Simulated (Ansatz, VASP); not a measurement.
## Two plane-wave programs on BAs

```
B As
1.0
     0.00000    2.12802    3.00902
     2.12802    0.00000    3.00902
     2.12802    2.12802    0.00000
B As
1 1
Direct
  0.00000 0.00000 0.00000
  0.75000 0.75000 0.75000
```

Alike in both runs: task single point; functional PBE; k mesh 12 × 12 × 12; occupations gaussian, width 0.05 eV; no spin polarisation.

|  | VASP | Ansatz |
| --- | --- | --- |
| version | VASP 6.6.1 | Ansatz 0.2.0 |
| potentials or method | VASP PAW PBE potentials, release 64 (B, As), cutoff 520 eV | scalar-relativistic, plane waves, PAW |
| valence electrons in the cell | 8 | 18 |

```csv
,VASP,Ansatz,Ansatz less VASP
gap on the k mesh at the Fermi level (eV),none,none,-
pressure (GPa),4.5,4.0,-0.52
"traceless stress, the component that is largest in VASP (GPa)",-48.21,-48.44,-0.232
```

A gap of «none» marks a metal or a gap that the smearing closes. VASP's potentials hold 8 valence electrons a cell and Ansatz's 18, so a difference there can come from the potentials and not from the codes.
